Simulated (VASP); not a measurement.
# HfNbSe4 (F-43m) in VASP: notebook

HfNbSe4 is run at these levels: PBE; tasks: single point, relaxation of cell and atoms.

Program: VASP 6.6.1. These are calculated values, not measurements. Logs are shortened: lines on timing, memory, paths and dates and some standing lists are left out, and cuts for length are marked.

## Step 1: The cell of the first run

The structure is cubic, space group F-43m (No. 216). The conventional cell has a = 7.837 Å, b = 7.837 Å, c = 7.837 Å, α = 90.00°, β = 90.00°, γ = 90.00°. Within 4.3 Å of Hf (site symmetry -43m) lie 12 Se at 3.25 Å and 4 Nb at 3.39 Å. Within 4.3 Å of Nb (site symmetry -43m) lie 12 Se at 3.25 Å and 4 Hf at 3.39 Å. Se (site symmetry 3m) has 6 Se at 2.77 to 2.78 Å and 3 Nb at 3.25 Å and 3 Hf at 3.25 Å within 3.6 Å.

## Step 2: Single point, PBE

File INCAR:

```
SYSTEM = HfNbSe4
PREC     = Accurate       ! precision mode
ENCUT    = 520            ! plane-wave cutoff, eV
EDIFF    = 1E-6           ! SCF threshold, eV
ISMEAR   = 0              ! smearing method
SIGMA    = 0.1            ! smearing width, eV
LREAL    = .FALSE.        ! projectors in reciprocal space
LASPH    = .TRUE.         ! aspherical terms in the spheres
NELM     = 100            ! most SCF steps
ALGO     = Normal         ! electronic algorithm
ISIF     = 2              ! what is computed and relaxed
LWAVE    = .FALSE.        ! write WAVECAR
LCHARG   = .TRUE.         ! write CHGCAR
GGA      = PE             ! functional
LELF     = .TRUE.         ! ELF
LVHAR    = .TRUE.       
NBANDS   = 32             ! bands
```

File KPOINTS:

```
regular mesh
0
G
  8 8 8
  0 0 0
```

File POSCAR:

```
HfNbSe4
1.0
    0.0000000000      3.9182658564      3.9182658564
    3.9182658564      0.0000000000      3.9182658564
    3.9182658564      3.9182658564      0.0000000000
Hf Nb Se
1 1 4
Direct
    0.2500000000      0.2500000000      0.2500000000
    0.0000000000      0.0000000000      0.0000000000
    0.6252094371      0.6252094371      0.1243716886
    0.6252094371      0.1243716886      0.6252094371
    0.1243716886      0.6252094371      0.6252094371
    0.6252094371      0.6252094371      0.6252094371
```

Potentials or basis: VASP PAW PBE potentials, release 64 (Hf_pv, Nb_sv, Se).

The run is started by

```bash
> cat potpaw_PBE.64/Hf_pv/POTCAR potpaw_PBE.64/Nb_sv/POTCAR potpaw_PBE.64/Se/POTCAR > POTCAR
> mpirun -np 1 vasp_std > vasp.out
```

OUTCAR:

```text
SYSTEM = HfNbSe4
   PREC = Accurate
   ENCUT = 520
   EDIFF = 1E-6
   ISMEAR = 0
   LREAL = .FALSE.
   LASPH = .TRUE.
   NELM = 100
   ISIF = 2
   GGA = PE

 ion  position               nearest neighbor table
   1  0.250  0.250  0.250-   3 3.25   4 3.25   5 3.25   6 3.25   6 3.25   6 3.25   3 3.25   5 3.25
                             5 3.25   3 3.25   4 3.25   4 3.25   2 3.39   2 3.39   2 3.39   2 3.39
   2  0.000  0.000  0.000-   1 3.39   1 3.39   1 3.39   1 3.39
   3  0.625  0.625  0.124-   4 2.77   5 2.77   6 2.77   6 2.78   4 2.78   5 2.78   1 3.25   1 3.25
                             1 3.25
   4  0.625  0.124  0.625-   3 2.77   5 2.77   6 2.77   3 2.78   6 2.78   5 2.78   1 3.25   1 3.25
                             1 3.25
   5  0.124  0.625  0.625-   3 2.77   4 2.77   6 2.77   6 2.78   3 2.78   4 2.78   1 3.25   1 3.25
                             1 3.25
   6  0.625  0.625  0.625-   3 2.77   4 2.77   5 2.77   3 2.78   4 2.78   5 2.78   1 3.25   1 3.25
                             1 3.25

  LATTYP: Found a face centered cubic cell.
 ALAT       =     7.8365317128

  Lattice vectors:

 A1 = (   0.0000000000,   3.9182658564,   3.9182658564)
 A2 = (   3.9182658564,   0.0000000000,   3.9182658564)
 A3 = (   3.9182658564,   3.9182658564,   0.0000000000)

Analysis of symmetry for initial positions (statically):
=====================================================================
 Subroutine PRICEL returns:
 Original cell was already a primitive cell.

 Routine SETGRP: Setting up the symmetry group for a
 face centered cubic supercell.

 Subroutine GETGRP returns: Found 24 space group operations
 (whereof 24 operations were pure point group operations)
 out of a pool of 48 trial point group operations.

The static configuration has the point symmetry T_d .

Analysis of symmetry for dynamics (positions and initial velocities):
=====================================================================
 Subroutine PRICEL returns:
 Original cell was already a primitive cell.

 Routine SETGRP: Setting up the symmetry group for a
 face centered cubic supercell.

 Subroutine GETGRP returns: Found 24 space group operations
 (whereof 24 operations were pure point group operations)
 out of a pool of 48 trial point group operations.

The dynamic configuration has the point symmetry T_d .

 Subroutine INISYM returns: Found 24 space group operations
 (whereof 24 operations are pure point group operations),
 and found     1 'primitive' translations

----------------------------------------------------------------------------------------

                                     Primitive cell

  volume of cell :     120.3128

  direct lattice vectors                    reciprocal lattice vectors
     0.000000000  3.918265856  3.918265856    -0.127607472  0.127607472  0.127607472
     3.918265856  0.000000000  3.918265856     0.127607472 -0.127607472  0.127607472
     3.918265856  3.918265856  0.000000000     0.127607472  0.127607472 -0.127607472

  length of vectors
     5.541264715  5.541264715  5.541264715     0.221022625  0.221022625  0.221022625

  position of ions in fractional coordinates (direct lattice)
     0.250000000  0.250000000  0.250000000
     0.000000000  0.000000000  0.000000000
     0.625209437  0.625209437  0.124371689
     0.625209437  0.124371689  0.625209437
     0.124371689  0.625209437  0.625209437
     0.625209437  0.625209437  0.625209437

  ion indices of the primitive-cell ions
   primitive index   ion index
                 1           1
                 2           2
                 3           3
                 4           4
                 5           5
                 6           6

----------------------------------------------------------------------------------------

 KPOINTS: regular mesh

Automatic generation of k-mesh.
 Grid dimensions read from file:
 generate k-points for:    8    8    8

 Generating k-lattice:

  Cartesian coordinates                     Fractional coordinates (reciprocal lattice)
    -0.015950934  0.015950934  0.015950934     0.125000000  0.000000000  0.000000000
     0.015950934 -0.015950934  0.015950934     0.000000000  0.125000000  0.000000000
     0.015950934  0.015950934 -0.015950934     0.000000000  0.000000000  0.125000000

  Length of vectors
     0.027627828  0.027627828  0.027627828

  Shift w.r.t. Gamma in fractional coordinates (k-lattice)
     0.000000000  0.000000000  0.000000000

 Subroutine IBZKPT returns following result:
 ===========================================

 Found     29 irreducible k-points:

 Following reciprocal coordinates:
            Coordinates               Weight
  0.000000  0.000000  0.000000      1.000000
  0.125000  0.000000  0.000000      8.000000
  0.250000  0.000000  0.000000      8.000000
  0.375000  0.000000  0.000000      8.000000
  0.500000  0.000000  0.000000      4.000000
  0.125000  0.125000  0.000000      6.000000
[... 16 lines left out ...]
  0.500000  0.250000  0.125000     48.000000
 -0.375000  0.250000  0.125000     24.000000
 [... further k-points ...]
   k-points           NKPTS =     29   k-points in BZ     NKDIM =     29   number of bands    NBANDS=     32
   number of dos      NEDOS =    301   number of ions     NIONS =      6
   total plane-waves  NPLWV =  74088
   dimension x,y,z NGX =    42 NGY =   42 NGZ =   42
   dimension x,y,z NGXF=    84 NGYF=   84 NGZF=   84
   ions per type =               1   1   4
   NGX,Y,Z   is equivalent  to a cutoff of  12.60, 12.60, 12.60 a.u.
   NGXF,Y,Z  is equivalent  to a cutoff of  25.20, 25.20, 25.20 a.u.
 SYSTEM =  HfNbSe4
   PREC   = accura    normal or accurate (medium, high low for compatibility)
   ISTART =      0    job   : 0-new  1-cont  2-samecut
   ICHARG =      2    charge: 1-file 2-atom 10-const
   ISPIN  =      1    spin polarized calculation?
   LNONCOLLINEAR =      F non collinear calculations
   LSORBIT =      F    spin-orbit coupling
   LASPH  =      T    aspherical Exc in radial PAW
   ENCUT  =  520.0 eV  38.22 Ry    6.18 a.u.  10.30 10.30 10.30*2*pi/ulx,y,z
   NELM   =    100;   NELMIN=  2; NELMDL= -5     # of ELM steps
   EDIFF  = 0.1E-05   stopping-criterion for ELM
   LREAL  =      F    real-space projection
   EDIFFG = 0.1E-04   stopping-criterion for IOM
   NSW    =      0    number of steps for IOM
   IBRION =     -1    ionic relax: 0-MD 1-quasi-New 2-CG
   NFREE  =      0    steps in history (QN), initial steepest desc. (CG)
   ISIF   =      2    stress and relaxation
   ISYM   =      2    0-nonsym 1-usesym 2-fastsym
   POTIM  = 0.5000    time-step for ionic-motion
   TEBEG  =    0.0;   TEEND  =   0.0 temperature during run
   PSTRESS=    0.0 pullay stress
   NELECT =      47.0000    total number of electrons
   NUPDOWN=      -1.0000    fix difference up-down
   EMIN   =  10.00;   EMAX   =-10.00  energy-range for DOS
   EFERMI =   0.00;   METHOD = LEGACY
   ISMEAR =     0;   SIGMA  =   0.10  broadening in eV -4-tet -1-fermi 0-gaus
   EFERMI_NEDOS =   21; number of points for ismear=-14 and -15
   IALGO  =     38    algorithm
   IMIX   =      4    mixing-type and parameters
     AMIX     =   0.40;   BMIX     =  1.00
     AMIX_MAG =   1.60;   BMIX_MAG =  1.00
  volume/ion in A,a.u.               =      20.05       135.32
  Fermi-wavevector in a.u.,A,eV,Ry     =   1.196750  2.261530 19.486418  1.432211
  Thomas-Fermi vector in A             =   2.332683
   LORBIT       =      0    0 simple, 1 ext, 2 COOP (PROOUT), +10 PAW based schemes
   GGA     = PE    functional components
   LHFCALC =     F    Hartree Fock is set to
   AEXX    =    0.0000 exact exchange contribution
   IVDW    =     0    specifies the selected vdW correction
   LEPSILON=     F    determine dielectric tensor
   LRPA    =     F    only Hartree local field effects (RPA)
 non-spin polarized calculation
 Gauss-broadening in eV      SIGMA  =   0.10
  energy-cutoff  :      520.00
  volume of cell :      120.31
 maximum number of plane-waves:      3287
 NGX is ok and might be reduce to    42
   NGX = 21   NGY = 21   NGZ = 21

 number of electron      46.9999998 magnetization

 Free energy of the ion-electron system (eV)
  ---------------------------------------------------
  ext. energy  EPLUGINS =         0.00000000
  ---------------------------------------------------
  free energy    TOTEN  =       -29.79297162 eV

  energy without entropy =      -29.76045612  energy(sigma->0) =      -29.77671387

 E-fermi :   7.3982     XC(G=0): -11.0692

 val. band max:        7.3972072287   @ k =   0.3750   0.0000   0.0000
 cond. band min:       7.4216442576   @ k =   0.5000   0.2500   0.1250
 fundamental gap:      0.0244370288
 Fermi energy:         7.3982208477

 k-point     1 :       0.0000    0.0000    0.0000
  band No.  band energies     occupation
      1     -48.1375      2.00000
      2     -24.4755      2.00000
      3     -24.4755      2.00000
      4     -24.4755      2.00000
      5     -24.1570      2.00000
      6     -24.1570      2.00000
[... 24 lines left out ...]
     31       9.8602      0.00000
     32       9.8602      0.00000

 k-point     2 :       0.1250    0.0000    0.0000
  band No.  band energies     occupation
      1     -48.1375      2.00000
      2     -24.4760      2.00000
      3     -24.4760      2.00000
      4     -24.4755      2.00000
      5     -24.1574      2.00000
      6     -24.1565      2.00000
[... 24 lines left out ...]
     31       9.5984      0.00000
     32       9.5984      0.00000

 k-point     3 :       0.2500    0.0000    0.0000
  band No.  band energies     occupation
      1     -48.1375      2.00000
      2     -24.4773      2.00000
      3     -24.4773      2.00000
      4     -24.4758      2.00000
      5     -24.1584      2.00000
      6     -24.1553      2.00000
[... 24 lines left out ...]
     31       9.6829      0.00000
     32       9.6829      0.00000

 k-point     4 :       0.3750    0.0000    0.0000
  band No.  band energies     occupation
      1     -48.1375      2.00000
      2     -24.4785      2.00000
      3     -24.4785      2.00000
      4     -24.4760      2.00000
      5     -24.1594      2.00000
      6     -24.1541      2.00000
[... 24 lines left out ...]
     31       9.8721      0.00000
     32       9.8721      0.00000

 k-point     5 :       0.5000    0.0000    0.0000
  band No.  band energies     occupation
      1     -48.1375      2.00000
      2     -24.4790      2.00000
      3     -24.4790      2.00000
      4     -24.4762      2.00000
      5     -24.1598      2.00000
      6     -24.1536      2.00000
[... 584 lines left out ...]
     31       9.9492      0.00000
     32       9.9492      0.00000

 k-point    22 :       0.3750    0.2500    0.1250
  band No.  band energies     occupation
      1     -48.1375      2.00000
      2     -24.4806      2.00000
      3     -24.4789      2.00000
      4     -24.4727      2.00000
      5     -24.1614      2.00000
      6     -24.1539      2.00000
[... 24 lines left out ...]
     31       9.3918      0.00000
     32       9.5390      0.00000

 k-point    23 :       0.5000    0.2500    0.1250
  band No.  band energies     occupation
      1     -48.1375      2.00000
      2     -24.4827      2.00000
      3     -24.4801      2.00000
      4     -24.4716      2.00000
      5     -24.1628      2.00000
      6     -24.1529      2.00000
[... 24 lines left out ...]
     31       9.4525      0.00000
     32       9.6669      0.00000

 k-point    24 :      -0.3750    0.2500    0.1250
  band No.  band energies     occupation
      1     -48.1375      2.00000
      2     -24.4836      2.00000
      3     -24.4806      2.00000
      4     -24.4711      2.00000
      5     -24.1634      2.00000
      6     -24.1523      2.00000
[... 24 lines left out ...]
     31       9.4521      0.00000
     32       9.8517      0.00000

 [... further k-points ...]

------------------------ aborting loop because EDIFF is reached ----------------------------------------

  FORCE on cell =-STRESS in cart. coord.  units (eV):
  Direction    XX          YY          ZZ          XY          YZ          ZX
  --------------------------------------------------------------------------------------
  -------------------------------------------------------------------------------------
  Total       -0.1383617     -0.1383617     -0.1383617      0.0000000     -0.0000000      0.0000000
  in kB       -1.8425303     -1.8425303     -1.8425303      0.0000000     -0.0000000      0.0000000
  external PRESSURE =      -1.8425303 kB  Pullay stress =       0.0000000 kB

 VOLUME and BASIS-vectors are now :
 -----------------------------------------------------------------------------
  energy-cutoff  :      520.00
  volume of cell :      120.31
      direct lattice vectors                 reciprocal lattice vectors
     0.000000000  3.918265856  3.918265856    -0.127607472  0.127607472  0.127607472
     3.918265856  0.000000000  3.918265856     0.127607472 -0.127607472  0.127607472
     3.918265856  3.918265856  0.000000000     0.127607472  0.127607472 -0.127607472

 POSITION                                       TOTAL-FORCE (eV/Angst)
 -----------------------------------------------------------------------------------
      1.95913      1.95913      1.95913         0.000000      0.000000      0.000000
      0.00000      0.00000      0.00000         0.000000      0.000000      0.000000
      2.93706      2.93706      4.89947         0.002161      0.002161     -0.002161
      2.93706      4.89947      2.93706         0.002161     -0.002161      0.002161
      4.89947      2.93706      2.93706        -0.002161      0.002161      0.002161
      4.89947      4.89947      4.89947        -0.002161     -0.002161     -0.002161
 -----------------------------------------------------------------------------------
    total drift:                                0.000000      0.000000      0.000000

  FREE ENERGIE OF THE ION-ELECTRON SYSTEM (eV)
  ---------------------------------------------------
  free  energy   TOTEN  =       -29.7929716223 eV

  energy  without entropy=      -29.7604561174  energy(sigma->0) =      -29.77671387
```

It took 76 s on 1 thread of Intel Xeon 6975P-C (Granite Rapids), shared host; peak memory 0.32 GiB.

Results:

- Free energy: -29.7930 eV
- Pressure: -0.2 GPa
- Largest force: 0.004 eV/Å

Forces in eV/Å, atoms in the order of the input:
```
Hf   0.000  0.000  0.000
Nb   0.000  0.000  0.000
Se   0.002  0.002 -0.002
Se   0.002 -0.002  0.002
Se  -0.002  0.002  0.002
Se  -0.002 -0.002 -0.002
```

Caveat: spin-orbit coupling is left out, which moves the levels of the heavy elements.

## Step 3: Relaxation of cell and atoms, PBE

This run uses another cell than the first one, of 20.13 Å³/atom, 1.004 times its volume.

File INCAR:

```
ALGO = Normal
EDIFF = 1E-6
EDIFFG = -0.01
ENCUT = 600
GGA = PE
IBRION = 2
ISIF = 3
ISMEAR = 0
LASPH = T
LCHARG = F
LREAL = F
LWAVE = F
NELM = 100
NSW = 100
PREC = Accurate
SIGMA = 0.1
```

File KPOINTS:

```
k-points
0
Gamma
  8 8 8
```

File POSCAR:

```
HfNbSe4
1.0
    0.0000000000      3.9233409053      3.9233409053
    3.9233409053      0.0000000000      3.9233409053
    3.9233409053      3.9233409053      0.0000000000
Hf Nb Se
1 1 4
Direct
    0.2500000000      0.2500000000      0.2500000000
    0.0000000000      0.0000000000      0.0000000000
    0.6252176320      0.6252176320      0.1243471041
    0.6252176320      0.1243471041      0.6252176320
    0.1243471041      0.6252176320      0.6252176320
    0.6252176320      0.6252176320      0.6252176320
```

Potentials or basis: VASP PAW PBE potentials, release 64 (Hf_pv, Nb_sv, Se).

The run is started by

```bash
> cat potpaw_PBE.64/Hf_pv/POTCAR potpaw_PBE.64/Nb_sv/POTCAR potpaw_PBE.64/Se/POTCAR > POTCAR
> mpirun -np 1 vasp_std > vasp.out
```

Run time: 3.4 min. Hardware: 1 thread of Intel Xeon 6975P-C (Granite Rapids), shared host; peak memory 0.43 GiB.

The run converged. Its results:

```
Free energy                            : -29.7930 eV
Relaxed volume                         : 20.02 Å³/atom
Relaxed cell                           : a = 5.538 Å, b = 5.538 Å, c = 5.538 Å, α = 60.00°, β = 60.00°, γ = 60.00°
Space group after relaxing (to 0.05 Å) : F-43m (No. 216)
Energy gained by relaxing              : 0.2 meV/atom
Ionic steps                            : 3
Pressure after relaxing                : 0.0 GPa
```

Forces in eV/Å, atoms in the order of the input:
```
Hf   0.000  0.000  0.000
Nb   0.000  0.000  0.000
Se   0.001  0.001 -0.001
Se   0.001 -0.001  0.001
Se  -0.001  0.001  0.001
Se  -0.001 -0.001 -0.001
```

Step by step:
| step | energy change (eV) | largest force (eV/Å) | pressure (GPa) | volume (Å³) |
| --- | --- | --- | --- | --- |
| 1 | 0.0000 | 0.0056 | -0.49 | 120.78 |
| 2 | -0.0007 | 0.0006 | 0.27 | 119.71 |
| 3 | -0.0010 | 0.0024 | 0.00 | 120.10 |

Final structure:
```cif
data_structure
_symmetry_space_group_name_H-M 'P 1'
_symmetry_Int_Tables_number 1
_cell_length_a 5.5379
_cell_length_b 5.5379
_cell_length_c 5.5379
_cell_angle_alpha 60.000
_cell_angle_beta 60.000
_cell_angle_gamma 60.000
_cell_volume 120.10
loop_
_atom_site_label
_atom_site_type_symbol
_atom_site_fract_x
_atom_site_fract_y
_atom_site_fract_z
_atom_site_occupancy
Hf1 Hf 0.25000 0.25000 0.25000 1
Nb1 Nb 0.00000 0.00000 0.00000 1
Se1 Se 0.62520 0.62520 0.12439 1
Se2 Se 0.62520 0.12439 0.62520 1
Se3 Se 0.12439 0.62520 0.62520 1
Se4 Se 0.62520 0.62520 0.62520 1
```

Levels at points of the mesh, in eV from the Fermi level:
| k point | band 19 | band 20 | band 21 | band 22 | band 23 | band 24 | band 25 | band 26 | band 27 | band 28 |
| --- | --- | --- | --- | --- | --- | --- | --- | --- | --- | --- |
| (0.00, 0.00, 0.00) | -0.46 | -0.46 | -0.46 | 0.94 | 0.94 | 0.94 | 1.31 | 1.31 | 1.83 | 1.83 |
| (0.50, 0.00, 0.00) | -3.55 | -3.07 | -1.85 | 0.17 | 0.17 | 0.39 | 0.59 | 0.59 | 1.05 | 1.24 |
| (0.50, 0.50, 0.00) | -3.53 | -3.30 | -3.30 | -0.82 | -0.82 | 0.19 | 0.44 | 1.06 | 1.32 | 1.32 |

Caveat: spin-orbit coupling is left out, which moves the levels of the heavy elements.

## Step 4: Single point, PBE

This run uses another cell than the first one, of 25.85 Å³/atom, 1.289 times its volume.

File INCAR:

```
ALGO = Normal
EDIFF = 1E-7
ENCUT = 520
GGA = PE
ISIF = 2
ISMEAR = 0
LASPH = T
LCHARG = F
LREAL = F
LWAVE = F
NBANDS = 32
NELM = 100
PREC = Accurate
SIGMA = 0.1
```

File KPOINTS:

```
k-points
0
Gamma
  4 4 4
```

File POSCAR:

```
HfNbSe4
1.0
    0.0000000000      4.2643184600      4.2643184600
    4.2643184600      0.0000000000      4.2643184600
    4.2643184600      4.2643184600      0.0000000000
Hf Nb Se
1 1 4
Direct
    0.7500000000      0.7500000000      0.7500000000
    0.0000000000      0.0000000000      0.0000000000
    0.8740740100      0.3753086600      0.3753086600
    0.3753086600      0.3753086600      0.3753086600
    0.3753086600      0.8740740100      0.3753086600
    0.3753086600      0.3753086600      0.8740740100
```

The run is started by

```bash
> cat potpaw_PBE.64/Hf_pv/POTCAR potpaw_PBE.64/Nb_sv/POTCAR potpaw_PBE.64/Se/POTCAR > POTCAR
> mpirun -np 1 vasp_std > vasp.out
```

Wall time 44 s (1 thread of Intel Xeon 6975P-C (Granite Rapids), shared host); peak memory 0.33 GiB.

Results (log left out):

- Free energy: -27.9869 eV
- Pressure: -12.2 GPa
- Largest force: 0.045 eV/Å

Forces on the atoms (eV/Å):
```
Hf   0.000  0.000  0.000
Nb   0.000  0.000  0.000
Se  -0.026  0.026  0.026
Se  -0.026 -0.026 -0.026
Se   0.026 -0.026  0.026
Se   0.026  0.026 -0.026
```

Levels at points of the mesh, in eV from the Fermi level:
```tsv
k point	band 20	band 21	band 22	band 23	band 24	band 25	band 26	band 27
(0.00, 0.00, 0.00)	-0.37	-0.37	0.54	0.54	0.54	0.92	0.92	1.26
(0.50, 0.00, 0.00)	-2.30	-1.31	0.19	0.19	0.28	0.45	0.45	0.59
(0.50, 0.50, 0.00)	-2.34	-2.34	-0.53	-0.53	0.06	0.18	0.71	0.96
```

Caveat: spin-orbit coupling is left out, which moves the levels of the heavy elements.

[end of part 1 of 2]
